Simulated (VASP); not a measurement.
# Ti (P6_3/mmc) in VASP: notebook, part 2 of 3

VASP 6.6.1. Earlier steps stand in the parts before.

### Step 4. Electric field gradients, PBEsol (volume scaled by 1.01)

The input, INCAR:

```
SYSTEM = Ti
  PREC = Accurate
  ENCUT = 520
  EDIFF = 1E-8
  ISMEAR = -1
  SIGMA = 0.05
  LREAL = .False.
  LASPH = .True.
  NELM = 80
  ALGO = Normal
  ISIF = 2
  LWAVE = .False.
  LCHARG = .False.
  GGA = PS
  LEFG = .True.
  NBANDS = 19
```

The input, KPOINTS:

```
regular mesh
0
Gamma
  14 14 8
  0 0 0
```

The input, POSCAR:

```
Ti
1.0
    2.9597985897      0.0000000000      0.0000000000
   -1.4798992949      2.5632607688      0.0000000000
    0.0000000000      0.0000000000      4.7015682207
Ti
2
Direct
    0.3333333333      0.6666666667      0.2500000000
    0.6666666667      0.3333333333      0.7500000000
```

Potentials or basis: VASP PAW PBE potentials, release 64 (Ti_sv).

Started as:

```bash
cat potpaw_PBE.64/Ti_sv/POTCAR > POTCAR
mpirun -np 1 vasp_std > vasp.out
```

OUTCAR:

```text
SYSTEM = Ti
   PREC = Accurate
   ENCUT = 520
   EDIFF = 1E-8
   ISMEAR = -1
   LREAL = .False.
   LASPH = .True.
   NELM = 80
   ISIF = 2
   GGA = PS

 ion  position               nearest neighbor table
   1  0.333  0.667  0.250-   2 2.91   2 2.91   2 2.91   2 2.91   2 2.91   2 2.91
   2  0.667  0.333  0.750-   1 2.91   1 2.91   1 2.91   1 2.91   1 2.91   1 2.91

  LATTYP: Found a hexagonal cell.
 ALAT       =     2.9597985897
 C/A-ratio  =     1.5884757284

  Lattice vectors:

 A1 = (   2.9597985897,   0.0000000000,   0.0000000000)
 A2 = (  -1.4798992949,   2.5632607688,   0.0000000000)
 A3 = (   0.0000000000,   0.0000000000,   4.7015682207)

Analysis of symmetry for initial positions (statically):
=====================================================================
 Subroutine PRICEL returns:
 Original cell was already a primitive cell.

 Routine SETGRP: Setting up the symmetry group for a
 hexagonal supercell.

 Subroutine GETGRP returns: Found 24 space group operations
 (whereof 12 operations were pure point group operations)
 out of a pool of 24 trial point group operations.

The static configuration has the point symmetry D_3d.
 The point group associated with its full space group is D_6h.

Analysis of symmetry for dynamics (positions and initial velocities):
=====================================================================
 Subroutine PRICEL returns:
 Original cell was already a primitive cell.

 Routine SETGRP: Setting up the symmetry group for a
 hexagonal supercell.

 Subroutine GETGRP returns: Found 24 space group operations
 (whereof 12 operations were pure point group operations)
[... 159 lines left out ...]
  band No.  band energies     occupation
      1     -48.7409      2.00000
      2     -48.6169      2.00000
      3     -25.4034      2.00000
      4     -24.8003      2.00000
      5     -24.8003      2.00000
      6     -24.7479      2.00000
[... 505 lines left out ...]
      6     -25.0332      2.00000
[... 11 lines left out ...]
     18      11.1202      0.00000
     19      13.4278      0.00000

 [... further k-points ...]

------------------------ aborting loop because EDIFF is reached ----------------------------------------

  FORCE on cell =-STRESS in cart. coord.  units (eV):
  Direction    XX          YY          ZZ          XY          YZ          ZX
  --------------------------------------------------------------------------------------
  -------------------------------------------------------------------------------------
  Total       -1.5228038     -1.5228038     -1.6454897      0.0000000      0.0000000      0.0000000
  in kB      -68.4001155    -68.4001155    -73.9108280      0.0000000      0.0000000      0.0000000
  external PRESSURE =     -70.2370197 kB  Pullay stress =       0.0000000 kB

 VOLUME and BASIS-vectors are now :
 -----------------------------------------------------------------------------
  energy-cutoff  :      520.00
  volume of cell :       35.67
      direct lattice vectors                 reciprocal lattice vectors
     2.959798590  0.000000000  0.000000000     0.337860827  0.195064040  0.000000000
    -1.479899295  2.563260769  0.000000000     0.000000000  0.390128079  0.000000000
     0.000000000  0.000000000  4.701568221     0.000000000  0.000000000  0.212694989

 POSITION                                       TOTAL-FORCE (eV/Angst)
 -----------------------------------------------------------------------------------
     -0.00000      1.70884      1.17539         0.000000     -0.000000      0.000000
      1.47990      0.85442      3.52618        -0.000000      0.000000      0.000000
 -----------------------------------------------------------------------------------
    total drift:                               -0.000000      0.000000     -0.000000

  FREE ENERGIE OF THE ION-ELECTRON SYSTEM (eV)
  ---------------------------------------------------
  free  energy   TOTEN  =       -16.6351674510 eV

  energy  without entropy=      -16.6181128640  energy(sigma->0) =      -16.62664016

 Electric field gradients (V/A^2)
---------------------------------------------------------------------
 ion       V_xx      V_yy      V_zz      V_xy      V_xz      V_yz
---------------------------------------------------------------------
   1      -8.094    -8.094    16.188    -0.000     0.000    -0.000
   2      -8.094    -8.094    16.188    -0.000    -0.000     0.000
---------------------------------------------------------------------

 Electric field gradients after diagonalization (V/A^2)
 (convention: |V_zz| > |V_xx| > |V_yy|)
----------------------------------------------------------------------
 ion       V_xx      V_yy      V_zz     asymmetry (V_yy - V_xx)/ V_zz
----------------------------------------------------------------------
   1      -8.095    -8.094    16.188       0.000
   2      -8.095    -8.094    16.188       0.000
----------------------------------------------------------------------

           NMR quadrupolar parameters

 Cq : quadrupolar parameter    Cq=e*Q*V_zz/h
 eta: asymmetry parameters     (V_yy - V_xx)/ V_zz
 Q  : nuclear electric quadrupole moment in mb (millibarn)
----------------------------------------------------------------------
 ion       Cq(MHz)       eta       Q (mb)
----------------------------------------------------------------------
   1       0.039       0.000       1.000
   2       0.039       0.000       1.000
----------------------------------------------------------------------
```

Run time: 80 s. Hardware: 1 thread of Intel Xeon Platinum 8375C at 2.90GHz (Ice Lake), shared host; peak memory 0.2 GiB.

Results:

```yaml
Free_energy: -16.6352 eV
Pressure: -7.0 GPa
Band_gap_on_the_k_mesh: zero (band 12 reaches 8.69 eV, above the bottom of band 13 at 7.67 eV)
```

Levels at points of the mesh, in eV from the Fermi level:
```tsv
k point	band 9	band 10	band 11	band 12	band 13	band 14	band 15	band 16
(0.00, 0.00, 0.00)	-6.15	-2.63	0.69	0.76	0.76	0.85	1.24	1.24
(0.50, 0.00, 0.00)	-2.31	-2.08	-1.79	-0.63	0.48	0.59	1.13	3.26
(0.00, 0.00, 0.50)	-4.33	-4.33	0.08	0.08	0.67	0.67	0.67	0.67
(0.50, 0.00, 0.50)	-2.48	-2.48	-0.79	-0.79	1.27	1.27	1.68	1.68
```

Electric field gradients, principal values (V/Å²):
```
atom   least  middle  greatest (by size)
1 Ti  -8.094  -8.095              16.188
2 Ti  -8.094  -8.095              16.188
```

Caveat: without QUAD_EFG the Cq values of the log hold for a quadrupole moment of 1 mb, not for the nuclei; the PAW data sets were made with another functional, which shifts forces and pressure a little.

### Step 5. Electric field gradients, PBEsol (volume scaled by 1.04)

The input, INCAR:

```
PREC = Accurate
ENCUT = 520
EDIFF = 1E-8
ISMEAR = -1
SIGMA = 0.05
LREAL = F
LASPH = T
NELM = 100
ALGO = Normal
ISIF = 2
LWAVE = F
LCHARG = F
GGA = PS
LEFG = T
NBANDS = 19
```

The input, KPOINTS:

```
Automatic mesh
0
Gamma
  14 14 8
```

The input, POSCAR:

```
Ti
1.0
    2.9888180735      0.0000000000      0.0000000000
   -1.4944090368      2.5883923789      0.0000000000
    0.0000000000      0.0000000000      4.7476649663
Ti
2
Direct
    0.3333333333      0.6666666667      0.2500000000
    0.6666666667      0.3333333333      0.7500000000
```

Potentials or basis: VASP PAW PBE potentials, release 64 (Ti_sv).

Started as:

```bash
cat potpaw_PBE.64/Ti_sv/POTCAR > POTCAR
mpirun -np 1 vasp_std > vasp.out
```

OUTCAR:

```text
PREC = Accurate
   ENCUT = 520
   EDIFF = 1E-8
   ISMEAR = -1
   LREAL = F
   LASPH = T
   NELM = 100
   ISIF = 2
   GGA = PS

 ion  position               nearest neighbor table
   1  0.333  0.667  0.250-
   2  0.667  0.333  0.750-

  LATTYP: Found a hexagonal cell.
 ALAT       =     2.9888180735
 C/A-ratio  =     1.5884757284

  Lattice vectors:

 A1 = (   2.9888180735,   0.0000000000,   0.0000000000)
 A2 = (  -1.4944090368,   2.5883923789,   0.0000000000)
 A3 = (   0.0000000000,   0.0000000000,   4.7476649663)

Analysis of symmetry for initial positions (statically):
=====================================================================
 Subroutine PRICEL returns:
 Original cell was already a primitive cell.

 Routine SETGRP: Setting up the symmetry group for a
 hexagonal supercell.

 Subroutine GETGRP returns: Found 24 space group operations
 (whereof 12 operations were pure point group operations)
 out of a pool of 24 trial point group operations.

The static configuration has the point symmetry D_3d.
 The point group associated with its full space group is D_6h.

Analysis of symmetry for dynamics (positions and initial velocities):
=====================================================================
 Subroutine PRICEL returns:
 Original cell was already a primitive cell.

 Routine SETGRP: Setting up the symmetry group for a
 hexagonal supercell.

 Subroutine GETGRP returns: Found 24 space group operations
 (whereof 12 operations were pure point group operations)
 out of a pool of 24 trial point group operations.

The dynamic configuration has the point symmetry D_3d.
[... 156 lines left out ...]
  band No.  band energies     occupation
      1     -49.0896      2.00000
      2     -48.9797      2.00000
      3     -25.7220      2.00000
      4     -25.1707      2.00000
      5     -25.1707      2.00000
      6     -25.1266      2.00000
[... 505 lines left out ...]
      6     -25.3862      2.00000
[... 11 lines left out ...]
     18      10.7052      0.00000
     19      12.9362      0.00000

 [... further k-points ...]

------------------------ aborting loop because EDIFF is reached ----------------------------------------

  FORCE on cell =-STRESS in cart. coord.  units (eV):
  Direction    XX          YY          ZZ          XY          YZ          ZX
  --------------------------------------------------------------------------------------
  -------------------------------------------------------------------------------------
  Total       -2.1542213     -2.1542213     -2.2873341      0.0000000      0.0000000      0.0000000
  in kB      -93.9704365    -93.9704365    -99.7770201      0.0000000      0.0000000      0.0000000
  external PRESSURE =     -95.9059643 kB  Pullay stress =       0.0000000 kB

 VOLUME and BASIS-vectors are now :
 -----------------------------------------------------------------------------
  energy-cutoff  :      520.00
  volume of cell :       36.73
      direct lattice vectors                 reciprocal lattice vectors
     2.988818074  0.000000000  0.000000000     0.334580418  0.193170094  0.000000000
    -1.494409037  2.588392379  0.000000000     0.000000000  0.386340189  0.000000000
     0.000000000  0.000000000  4.747664966     0.000000000  0.000000000  0.210629858

 POSITION                                       TOTAL-FORCE (eV/Angst)
 -----------------------------------------------------------------------------------
     -0.00000      1.72559      1.18692         0.000000      0.000000      0.000000
      1.49441      0.86280      3.56075        -0.000000      0.000000      0.000000
 -----------------------------------------------------------------------------------
    total drift:                               -0.000000      0.000000     -0.000000

  FREE ENERGIE OF THE ION-ELECTRON SYSTEM (eV)
  ---------------------------------------------------
  free  energy   TOTEN  =       -16.5804469424 eV

  energy  without entropy=      -16.5626904233  energy(sigma->0) =      -16.57156868

 Electric field gradients (V/A^2)
---------------------------------------------------------------------
 ion       V_xx      V_yy      V_zz      V_xy      V_xz      V_yz
---------------------------------------------------------------------
   1      -7.528    -7.529    15.058    -0.001     0.000    -0.000
   2      -7.528    -7.529    15.058    -0.001    -0.000     0.000
---------------------------------------------------------------------

 Electric field gradients after diagonalization (V/A^2)
 (convention: |V_zz| > |V_xx| > |V_yy|)
----------------------------------------------------------------------
 ion       V_xx      V_yy      V_zz     asymmetry (V_yy - V_xx)/ V_zz
----------------------------------------------------------------------
   1      -7.530    -7.528    15.058       0.000
   2      -7.530    -7.528    15.058       0.000
----------------------------------------------------------------------

           NMR quadrupolar parameters

 Cq : quadrupolar parameter    Cq=e*Q*V_zz/h
 eta: asymmetry parameters     (V_yy - V_xx)/ V_zz
 Q  : nuclear electric quadrupole moment in mb (millibarn)
----------------------------------------------------------------------
 ion       Cq(MHz)       eta       Q (mb)
----------------------------------------------------------------------
   1       0.036       0.000       1.000
   2       0.036       0.000       1.000
----------------------------------------------------------------------
```

stdout:

```text
POSCAR found type information on POSCAR Ti
 POSCAR found :  1 types and       2 ions
 scaLAPACK will be used
 -----------------------------------------------------------------------------
|                                                                             |
|                                                                             |
|     You enforced a specific xc type in the INCAR file but a different       |
|     I HOPE YOU KNOW WHAT YOU ARE DOING!                                     |
|                                                                             |
 -----------------------------------------------------------------------------

 LDA part: xc-table for (Slater+PW92), standard interpolation
 POSCAR, INCAR and KPOINTS ok, starting setup
 FFT: planning ... GRIDC
 FFT: planning ... GRID_SOFT
 FFT: planning ... GRID
 WAVECAR not read
 entering main loop
ion   1

ion   2
```

It took 82 s on 1 thread of Intel Xeon Platinum 8375C at 2.90GHz (Ice Lake), shared host; peak memory 0.2 GiB.

Results:

- Free energy: -16.5804 eV
- Pressure: -9.6 GPa
- Band gap on the k mesh: zero (band 12 reaches 8.38 eV, above the bottom of band 13 at 7.37 eV)

Electric field gradients, principal values (V/Å²):
```csv
atom,least,middle,greatest (by size)
1 Ti,-7.528,-7.530,15.058
2 Ti,-7.528,-7.530,15.058
```

Caveat: without QUAD_EFG the Cq values of the log hold for a quadrupole moment of 1 mb, not for the nuclei; the PAW data sets were made with another functional, which shifts forces and pressure a little.

(Continued in part 3 of 3.)
